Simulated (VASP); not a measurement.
GdO, 2 atoms in the cell. Symmetry: F-43m, No. 216, cubic system. Conventional cell: a = 5.436 Å, b = 5.436 Å, c = 5.436 Å, α = 90.00°, β = 90.00°, γ = 90.00°. Within 3.1 Å of Gd (site symmetry -43m) lie 4 O at 2.35 Å. O (site symmetry -43m) has 4 Gd at 2.35 Å within 3.1 Å.  This cell differs from its parent crystal: volume scaled by 1.02.

```yaml
Program: VASP 6.6.1
Task: electric field gradients
Functional: PBE
Potentials_or_basis: VASP PAW PBE potentials, release 64 (Gd, O)
Cutoff: 520 eV
k_mesh: 12 × 12 × 12
Occupations: fermi-dirac, width 0.08 eV
Spin: collinear spin, ferromagnetic start
Starting_moments: "[7.0, 0.0] μB"
Dipole_correction: no
Further_INCAR_settings: ALGO = Normal; EDIFF = 1e-08; NBANDS = 23
```

Potentials or basis: VASP PAW PBE potentials, release 64 (Gd, O).

Run with:

```console
$ cat potpaw_PBE.64/Gd/POTCAR potpaw_PBE.64/O/POTCAR > POTCAR
$ mpirun -np 1 vasp_std > vasp.out
```

Hardware: 1 thread of Intel(R) Xeon(R) 6975P-C (Granite Rapids), on a shared host.

**Question.** How long does it take, and how much memory?

**Answer.** Run time: 2.2 min on 1 thread of Intel(R) Xeon(R) 6975P-C (Granite Rapids) (shared host), peak memory 0.27 GiB. Counts: scf iterations 24, k points 72.
